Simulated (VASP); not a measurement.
# NaHF2 (R-3m) in VASP: a series of runs

Runs on NaHF2. Level: PBEsol+D3(BJ). Tasks: single point.

Everything below comes from runs of VASP 6.6.1. Logs are shortened: lines on timing, memory, paths and dates and some standing lists are left out, and cuts for length are marked.

**1. The cell of the first run**

Symmetry: R-3m, No. 166, trigonal system. Conventional cell: a = 3.445 Å, b = 3.445 Å, c = 13.636 Å, α = 90.00°, β = 90.00°, γ = 120.00°. Within 3.1 Å of Na (site symmetry -3m) lie 6 F at 2.29 Å and 6 H at 3.02 Å. Within 1.5 Å of H (site symmetry -3m) lie 2 F at 1.14 Å. Within 1.5 Å of F (site symmetry 3m) lie 1 H at 1.14 Å.

**2. Single point, PBEsol+D3(BJ)**

The input, INCAR:

```
SYSTEM = NaHF2
ALGO = Normal ; EDIFF = 1E-6
ENCUT = 600 ; GGA = PS
GGA_COMPAT = .FALSE. ; ISIF = 2
ISMEAR = 0 ; IVDW = 12
LASPH = .TRUE. ; LCHARG = .FALSE.
LREAL = .FALSE. ; LWAVE = .FALSE.
NBANDS = 19 ; NELM = 120
PREC = Accurate ; SIGMA = 0.01
```

The input, KPOINTS:

```
k-points
0
G
  6 6 6
  0 0 0
```

The input, POSCAR:

```
NaHF2
1.0
    1.7225384644      0.9945080461      4.5451744078
   -1.7225384644      0.9945080461      4.5451744078
    0.0000000000     -1.9890160922      4.5451744078
Na H F
1 1 2
Direct
    0.0000000000      0.0000000000      0.0000000000
    0.5000000000      0.5000000000      0.5000000000
    0.4166093515      0.4166093515      0.4166093515
    0.5833906485      0.5833906485      0.5833906485
```

Potentials or basis: VASP PAW PBE potentials, release 64 (Na_pv, H, F).

Run with:

```console
$ cat potpaw_PBE.64/Na_pv/POTCAR potpaw_PBE.64/H/POTCAR potpaw_PBE.64/F/POTCAR > POTCAR
$ mpirun -np 1 vasp_std > vasp.out
```

OUTCAR:

```text
SYSTEM = NaHF2
   EDIFF = 1E-6
   ENCUT = 600
   GGA = PS
   ISIF = 2
   ISMEAR = 0
   IVDW = 12
   LASPH = .TRUE.
   LREAL = .FALSE.
   NELM = 120
   PREC = Accurate
 IVDW          = 12

 ion  position               nearest neighbor table
   1  0.000  0.000  0.000-   4 2.29   3 2.29   4 2.29   4 2.29   3 2.29   3 2.29
   2  0.500  0.500  0.500-   3 1.14   4 1.14
   3  0.417  0.417  0.417-   2 1.14   1 2.29   1 2.29   1 2.29
   4  0.583  0.583  0.583-   2 1.14   1 2.29   1 2.29   1 2.29

  LATTYP: Found a trigonal (rhomboedric) cell.
 ALAT       =     4.9613300044
 COS(alpha) =     0.7589142049

  Lattice vectors:

 A1 = (   1.7225384644,   0.9945080461,   4.5451744078)
 A2 = (  -1.7225384644,   0.9945080461,   4.5451744078)
 A3 = (   0.0000000000,  -1.9890160922,   4.5451744078)

Analysis of symmetry for initial positions (statically):
=====================================================================
 Subroutine PRICEL returns:
 Original cell was already a primitive cell.

 Routine SETGRP: Setting up the symmetry group for a
 trigonal (rhombohedral) supercell.

 Subroutine GETGRP returns: Found 12 space group operations
 (whereof 12 operations were pure point group operations)
 out of a pool of 12 trial point group operations.

The static configuration has the point symmetry D_3d.

Analysis of symmetry for dynamics (positions and initial velocities):
=====================================================================
 Subroutine PRICEL returns:
 Original cell was already a primitive cell.

 Routine SETGRP: Setting up the symmetry group for a
 trigonal (rhombohedral) supercell.

 Subroutine GETGRP returns: Found 12 space group operations
 (whereof 12 operations were pure point group operations)
 out of a pool of 12 trial point group operations.

The dynamic configuration has the point symmetry D_3d.

 Subroutine INISYM returns: Found 12 space group operations
 (whereof 12 operations are pure point group operations),
 and found     1 'primitive' translations

----------------------------------------------------------------------------------------

                                     Primitive cell
[... 89 lines left out ...]
   ISPIN  =      1    spin polarized calculation?
   LNONCOLLINEAR =      F non collinear calculations
   LSORBIT =      F    spin-orbit coupling
   LASPH  =      T    aspherical Exc in radial PAW
   ENCUT  =  600.0 eV  44.10 Ry    6.64 a.u.   9.91  9.91  9.91*2*pi/ulx,y,z
   NELM   =    120;   NELMIN=  2; NELMDL= -5     # of ELM steps
   EDIFF  = 0.1E-05   stopping-criterion for ELM
   LREAL  =      F    real-space projection
   EDIFFG = 0.1E-04   stopping-criterion for IOM
   NSW    =      0    number of steps for IOM
   IBRION =     -1    ionic relax: 0-MD 1-quasi-New 2-CG
   NFREE  =      0    steps in history (QN), initial steepest desc. (CG)
   ISIF   =      2    stress and relaxation
   ISYM   =      2    0-nonsym 1-usesym 2-fastsym
   POTIM  = 0.5000    time-step for ionic-motion
   TEBEG  =    0.0;   TEEND  =   0.0 temperature during run
   PSTRESS=    0.0 pullay stress
   NELECT =      22.0000    total number of electrons
   NUPDOWN=      -1.0000    fix difference up-down
   EMIN   =  10.00;   EMAX   =-10.00  energy-range for DOS
   EFERMI =   0.00;   METHOD = LEGACY
   ISMEAR =     0;   SIGMA  =   0.01  broadening in eV -4-tet -1-fermi 0-gaus
   EFERMI_NEDOS =   21; number of points for ismear=-14 and -15
   IALGO  =     38    algorithm
   IMIX   =      4    mixing-type and parameters
     AMIX     =   0.40;   BMIX     =  1.00
     AMIX_MAG =   1.60;   BMIX_MAG =  1.00
  volume/ion in A,a.u.               =      11.68        78.82
  Fermi-wavevector in a.u.,A,eV,Ry     =   1.273667  2.406882 22.071762  1.622229
  Thomas-Fermi vector in A             =   2.406478
   LORBIT       =      0    0 simple, 1 ext, 2 COOP (PROOUT), +10 PAW based schemes
   GGA     = PS    functional components
   LHFCALC =     F    Hartree Fock is set to
   AEXX    =    0.0000 exact exchange contribution
   IVDW    =    12    specifies the selected vdW correction
   LEPSILON=     F    determine dielectric tensor
   LRPA    =     F    only Hartree local field effects (RPA)
 non-spin polarized calculation
 Gauss-broadening in eV      SIGMA  =   0.01
  energy-cutoff  :      600.00
  volume of cell :       46.72
 maximum number of plane-waves:      1574
   NGX = 19   NGY = 19   NGZ = 19

 number of electron      22.0000002 magnetization

 Free energy of the ion-electron system (eV)
  ---------------------------------------------------
  ext. energy  EPLUGINS =         0.00000000
  ---------------------------------------------------
  free energy    TOTEN  =       -17.70342686 eV

  energy without entropy =      -17.70342686  energy(sigma->0) =      -17.70342686

 E-fermi :  -3.7732     XC(G=0):  -8.2945

 val. band max:       -3.8563720803   @ k =   0.5000   0.5000   0.5000
 cond. band min:       3.1100841067   @ k =   0.0000   0.0000   0.0000
 fundamental gap:      6.9664561870
 Fermi energy:        -3.7732265461

 k-point     1 :       0.0000    0.0000    0.0000
  band No.  band energies     occupation
      1     -24.3038      2.00000
      2     -23.1815      2.00000
      3     -22.0469      2.00000
      4     -22.0469      2.00000
      5     -21.8384      2.00000
      6      -8.8596      2.00000
[... 505 lines left out ...]
      6      -8.3336      2.00000
[... 11 lines left out ...]
     18      16.0383      0.00000
     19      17.0011      0.00000

 [... further k-points ...]

------------------------ aborting loop because EDIFF is reached ----------------------------------------

 Edisp (eV)   -0.28495

 E8    (eV) :    -0.1701

  FORCE on cell =-STRESS in cart. coord.  units (eV):
  Direction    XX          YY          ZZ          XY          YZ          ZX
  --------------------------------------------------------------------------------------
  -------------------------------------------------------------------------------------
  Total      -0.13781    -0.13781     0.27376     0.00000     0.00000    -0.00000
  in kB      -4.72632    -4.72632     9.38852     0.00000     0.00000    -0.00000
  external pressure =       -0.02 kB  Pullay stress =        0.00 kB

 VOLUME and BASIS-vectors are now :
 -----------------------------------------------------------------------------
  energy-cutoff  :      600.00
  volume of cell :       46.72
      direct lattice vectors                 reciprocal lattice vectors
     1.722538464  0.994508046  4.545174408     0.290269280  0.167587047  0.073337853
    -1.722538464  0.994508046  4.545174408    -0.290269280  0.167587047  0.073337853
     0.000000000 -1.989016092  4.545174408     0.000000000 -0.335174094  0.073337853

 POSITION                                       TOTAL-FORCE (eV/Angst)
 -----------------------------------------------------------------------------------
      0.00000      0.00000      0.00000         0.000000      0.000000     -0.000000
      0.00000      0.00000      6.81776        -0.000000      0.000000      0.000000
      0.00000      0.00000      5.68069         0.000000      0.000000     -0.119772
      0.00000      0.00000      7.95484         0.000000     -0.000000      0.119772
 -----------------------------------------------------------------------------------
    total drift:                                0.000000      0.000000      0.000000

  FREE ENERGIE OF THE ION-ELECTRON SYSTEM (eV)
  ---------------------------------------------------
  free  energy   TOTEN  =       -17.9883807307 eV

  energy  without entropy=      -17.9883807307  energy(sigma->0) =      -17.98838073
```

OSZICAR:

```text
N       E                     dE             d eps       ncg     rms          rms(c)
DAV:   1     0.213247477069E+03    0.21325E+03   -0.12976E+04  1216   0.141E+03
DAV:   2    -0.287871796317E+01   -0.21613E+03   -0.20479E+03  1306   0.393E+02
DAV:   3    -0.186148563003E+02   -0.15736E+02   -0.15669E+02  1501   0.103E+02
DAV:   4    -0.188301042532E+02   -0.21525E+00   -0.21513E+00  1489   0.127E+01
DAV:   5    -0.188328296343E+02   -0.27254E-02   -0.27253E-02  1396   0.139E+00    0.637E+00
DAV:   6    -0.177078978470E+02    0.11249E+01   -0.31626E+00  1353   0.145E+01    0.221E+00
DAV:   7    -0.176928354272E+02    0.15062E-01   -0.61451E-02  1309   0.209E+00    0.137E+00
DAV:   8    -0.177008664342E+02   -0.80310E-02   -0.36325E-02  1256   0.216E+00    0.177E-01
DAV:   9    -0.177024496703E+02   -0.15832E-02   -0.39347E-03  1385   0.502E-01    0.883E-02
DAV:  10    -0.177034033219E+02   -0.95365E-03   -0.74000E-04  1239   0.263E-01    0.201E-02
DAV:  11    -0.177034149918E+02   -0.11670E-04   -0.59541E-05  1476   0.687E-02    0.118E-02
DAV:  12    -0.177034269552E+02   -0.11963E-04   -0.19590E-05  1240   0.371E-02    0.577E-03
DAV:  13    -0.177034268611E+02    0.94033E-07   -0.20074E-06  1364   0.156E-02
   1 F= -.17988381E+02 E0= -.17988381E+02  d E =-.494815E-34
```

It took 25 s on 1 thread of AMD EPYC 9R45 (Zen 5), shared host; peak memory 0.21 GiB.

Results:

```
Free energy                : -17.9884 eV
Pressure                   : 0.0 GPa
Largest force              : 0.120 eV/Å
Band gap on the k mesh     : 6.97 eV (least direct gap 7.13 eV)
Dispersion energy per atom : -0.071 eV
```

Forces on the atoms (eV/Å):
```
Na   0.000  0.000  0.000
H    0.000  0.000  0.000
F    0.000  0.000 -0.120
F    0.000  0.000  0.120
```

Stress tensor (GPa, compression positive):
```
-0.47  0.00  0.00
 0.00 -0.47  0.00
 0.00  0.00  0.94
```

Caveat: three body term missing; the PAW data sets were made with another functional, which shifts forces and pressure a little.

**3. Single point, PBEsol+D3(BJ)**

This run uses another cell than the first one, of 11.98 Å³/atom.

The input, INCAR:

```
SYSTEM = NaHF2
PREC = Accurate
ENCUT = 600
EDIFF = 1E-6
ISMEAR = 0
SIGMA = 0.01
LREAL = .False.
LASPH = .True.
NELM = 120
ALGO = Normal
ISIF = 2
LWAVE = .False.
LCHARG = .False.
GGA = PS
IVDW = 12
NBANDS = 19
GGA_COMPAT = .False.
```

The input, KPOINTS:

```
regular mesh
0
Gamma
  6 6 6
  0 0 0
```

The input, POSCAR:

```
NaHF2
1.0
    1.7370000000      1.0028574200      4.5833333300
   -1.7370000000      1.0028574200      4.5833333300
    0.0000000000     -2.0057148400      4.5833333300
Na H F
1 1 2
Direct
    0.0000000000      0.0000000000      0.0000000000
    0.5000000000      0.5000000000      0.5000000000
    0.4176000000      0.4176000000      0.4176000000
    0.5824000000      0.5824000000      0.5824000000
```

Potentials or basis: VASP PAW PBE potentials, release 64 (Na_pv, H, F).

Run with:

```console
$ cat potpaw_PBE.64/Na_pv/POTCAR potpaw_PBE.64/H/POTCAR potpaw_PBE.64/F/POTCAR > POTCAR
$ mpirun -np 1 vasp_std > vasp.out
```

OUTCAR:

```text
SYSTEM = NaHF2
   PREC = Accurate
   ENCUT = 600
   EDIFF = 1E-6
   ISMEAR = 0
   LREAL = .False.
   LASPH = .True.
   NELM = 120
   ISIF = 2
   GGA = PS
   IVDW = 12
 IVDW          = 12

 ion  position               nearest neighbor table
   1  0.000  0.000  0.000-   4 2.32   4 2.32   3 2.32   3 2.32   4 2.32   3 2.32
   2  0.500  0.500  0.500-   3 1.13   4 1.13
   3  0.418  0.418  0.418-   2 1.13   1 2.32   1 2.32   1 2.32
   4  0.582  0.582  0.582-   2 1.13   1 2.32   1 2.32   1 2.32

  LATTYP: Found a trigonal (rhomboedric) cell.
 ALAT       =     5.0029827522
 COS(alpha) =     0.7589142047

  Lattice vectors:

 A1 = (   1.7370000000,   1.0028574200,   4.5833333300)
 A2 = (  -1.7370000000,   1.0028574200,   4.5833333300)
 A3 = (   0.0000000000,  -2.0057148400,   4.5833333300)

Analysis of symmetry for initial positions (statically):
=====================================================================
 Subroutine PRICEL returns:
 Original cell was already a primitive cell.

 Routine SETGRP: Setting up the symmetry group for a
 trigonal (rhombohedral) supercell.

 Subroutine GETGRP returns: Found 12 space group operations
 (whereof 12 operations were pure point group operations)
 out of a pool of 12 trial point group operations.

The static configuration has the point symmetry D_3d.

Analysis of symmetry for dynamics (positions and initial velocities):
=====================================================================
 Subroutine PRICEL returns:
 Original cell was already a primitive cell.

 Routine SETGRP: Setting up the symmetry group for a
 trigonal (rhombohedral) supercell.

 Subroutine GETGRP returns: Found 12 space group operations
 (whereof 12 operations were pure point group operations)
 out of a pool of 12 trial point group operations.

The dynamic configuration has the point symmetry D_3d.

[... 118 lines left out ...]
   EFERMI_NEDOS =   21; number of points for ismear=-14 and -15
   IALGO  =     38    algorithm
   IMIX   =      4    mixing-type and parameters
     AMIX     =   0.40;   BMIX     =  1.00
     AMIX_MAG =   1.60;   BMIX_MAG =  1.00
  volume/ion in A,a.u.               =      11.98        80.82
  Fermi-wavevector in a.u.,A,eV,Ry     =   1.263063  2.386844 21.705771  1.595329
  Thomas-Fermi vector in A             =   2.396440
   LORBIT       =      0    0 simple, 1 ext, 2 COOP (PROOUT), +10 PAW based schemes
   GGA     = PS    functional components
   LHFCALC =     F    Hartree Fock is set to
   AEXX    =    0.0000 exact exchange contribution
   IVDW    =    12    specifies the selected vdW correction
   LEPSILON=     F    determine dielectric tensor
   LRPA    =     F    only Hartree local field effects (RPA)
 non-spin polarized calculation
 Gauss-broadening in eV      SIGMA  =   0.01
  energy-cutoff  :      600.00
  volume of cell :       47.90
 maximum number of plane-waves:      1609
   NGX = 19   NGY = 19   NGZ = 19

 number of electron      22.0000003 magnetization

 Free energy of the ion-electron system (eV)
  ---------------------------------------------------
  ext. energy  EPLUGINS =         0.00000000
  ---------------------------------------------------
  free energy    TOTEN  =       -17.70514632 eV

  energy without entropy =      -17.70514632  energy(sigma->0) =      -17.70514632

 E-fermi :  -3.7929     XC(G=0):  -8.1750

 val. band max:       -3.9468544123   @ k =   0.5000   0.5000   0.5000
 cond. band min:       2.9455632701   @ k =   0.0000   0.0000   0.0000
 fundamental gap:      6.8924176823
 Fermi energy:        -3.7928790790

 k-point     1 :       0.0000    0.0000    0.0000
  band No.  band energies     occupation
      1     -24.3863      2.00000
      2     -23.2545      2.00000
      3     -22.2516      2.00000
      4     -22.2516      2.00000
      5     -22.0430      2.00000
      6      -8.9298      2.00000
[... 505 lines left out ...]
      6      -8.4361      2.00000
[... 11 lines left out ...]
     18      15.7644      0.00000
     19      16.6155      0.00000

 [... further k-points ...]

------------------------ aborting loop because EDIFF is reached ----------------------------------------

 Edisp (eV)   -0.27766

 E8    (eV) :    -0.1657

  FORCE on cell =-STRESS in cart. coord.  units (eV):
  Direction    XX          YY          ZZ          XY          YZ          ZX
  --------------------------------------------------------------------------------------
  -------------------------------------------------------------------------------------
  Total      -0.39487    -0.39487     0.28993     0.00000     0.00000     0.00000
  in kB     -13.20668   -13.20668     9.69690     0.00000     0.00000     0.00000
  external pressure =       -5.57 kB  Pullay stress =        0.00 kB

 VOLUME and BASIS-vectors are now :
 -----------------------------------------------------------------------------
  energy-cutoff  :      600.00
  volume of cell :       47.90
      direct lattice vectors                 reciprocal lattice vectors
     1.737000000  1.002857420  4.583333330     0.287852619  0.166191787  0.072727273
    -1.737000000  1.002857420  4.583333330    -0.287852619  0.166191787  0.072727273
     0.000000000 -2.005714840  4.583333330     0.000000000 -0.332383574  0.072727273

 POSITION                                       TOTAL-FORCE (eV/Angst)
 -----------------------------------------------------------------------------------
      0.00000      0.00000      0.00000         0.000000     -0.000000     -0.000000
      0.00000      0.00000      6.87500        -0.000000     -0.000000     -0.000000
      0.00000      0.00000      5.74200         0.000000      0.000000     -0.336599
      0.00000      0.00000      8.00800         0.000000      0.000000      0.336599
 -----------------------------------------------------------------------------------
    total drift:                               -0.000000      0.000000     -0.000000

  FREE ENERGIE OF THE ION-ELECTRON SYSTEM (eV)
  ---------------------------------------------------
  free  energy   TOTEN  =       -17.9828058500 eV

  energy  without entropy=      -17.9828058500  energy(sigma->0) =      -17.98280585
```

OSZICAR:

```text
N       E                     dE             d eps       ncg     rms          rms(c)
DAV:   1     0.215549087177E+03    0.21555E+03   -0.12908E+04  1219   0.138E+03
DAV:   2    -0.194988751310E+01   -0.21750E+03   -0.20464E+03  1301   0.384E+02
DAV:   3    -0.186055904150E+02   -0.16656E+02   -0.16585E+02  1507   0.105E+02
DAV:   4    -0.188300561582E+02   -0.22447E+00   -0.22436E+00  1452   0.128E+01
DAV:   5    -0.188329288001E+02   -0.28726E-02   -0.28726E-02  1415   0.142E+00    0.637E+00
DAV:   6    -0.177074872095E+02    0.11254E+01   -0.32517E+00  1367   0.144E+01    0.222E+00
DAV:   7    -0.176936465954E+02    0.13841E-01   -0.59187E-02  1286   0.207E+00    0.137E+00
DAV:   8    -0.177025755466E+02   -0.89290E-02   -0.35989E-02  1257   0.221E+00    0.177E-01
DAV:   9    -0.177041497423E+02   -0.15742E-02   -0.39060E-03  1427   0.499E-01    0.880E-02
DAV:  10    -0.177051271051E+02   -0.97736E-03   -0.76414E-04  1227   0.274E-01    0.212E-02
DAV:  11    -0.177051344721E+02   -0.73669E-05   -0.54559E-05  1477   0.698E-02    0.116E-02
DAV:  12    -0.177051464135E+02   -0.11941E-04   -0.19020E-05  1234   0.371E-02    0.595E-03
DAV:  13    -0.177051463192E+02    0.94261E-07   -0.19582E-06  1338   0.151E-02
   1 F= -.17982806E+02 E0= -.17982806E+02  d E =-.567156-107
```

stdout:

```text
POSCAR found type information on POSCAR NaH F
 POSCAR found :  3 types and       4 ions
 scaLAPACK will be used
 -----------------------------------------------------------------------------
|                                                                             |
|                                                                             |
|     You enforced a specific xc type in the INCAR file but a different       |
|     I HOPE YOU KNOW WHAT YOU ARE DOING!                                     |
|                                                                             |
 -----------------------------------------------------------------------------

 LDA part: xc-table for (Slater+PW92), standard interpolation
 POSCAR, INCAR and KPOINTS ok, starting setup
 FFT: planning ... GRIDC
 FFT: planning ... GRID_SOFT
 FFT: planning ... GRID
 WAVECAR not read
 entering main loop
```

Wall time 25 s (1 thread of AMD EPYC 9R45 (Zen 5), shared host); peak memory 0.21 GiB.

What came out:

* Free energy: -17.9828 eV
* Pressure: -0.6 GPa
* Largest force: 0.337 eV/Å
* Band gap on the k mesh: 6.89 eV (least direct gap 7.06 eV)
* Dispersion energy per atom: -0.069 eV

Forces on the atoms (eV/Å):
```
Na   0.000  0.000  0.000
H    0.000  0.000  0.000
F    0.000  0.000 -0.337
F    0.000  0.000  0.337
```

Stress tensor (GPa, compression positive):
```
-1.32  0.00  0.00
 0.00 -1.32  0.00
 0.00  0.00  0.97
```

Levels at points of the mesh, in eV from the valence-band top:
| k point | band 9 | band 10 | band 11 | band 12 | band 13 | band 14 |
| --- | --- | --- | --- | --- | --- | --- |
| (0.00, 0.00, 0.00) | -0.23 | -0.23 | -0.16 | 6.89 | 13.20 | 14.36 |
| (0.50, 0.00, 0.00) | -0.51 | -0.35 | -0.32 | 11.05 | 11.79 | 15.16 |
| (0.50, 0.50, 0.00) | -0.81 | -0.53 | -0.12 | 11.95 | 12.13 | 13.58 |
| (0.50, 0.50, 0.50) | -0.73 | 0.00 | 0.00 | 8.65 | 9.76 | 16.42 |

Caveat: three body term missing; the PAW data sets were made with another functional, which shifts forces and pressure a little.
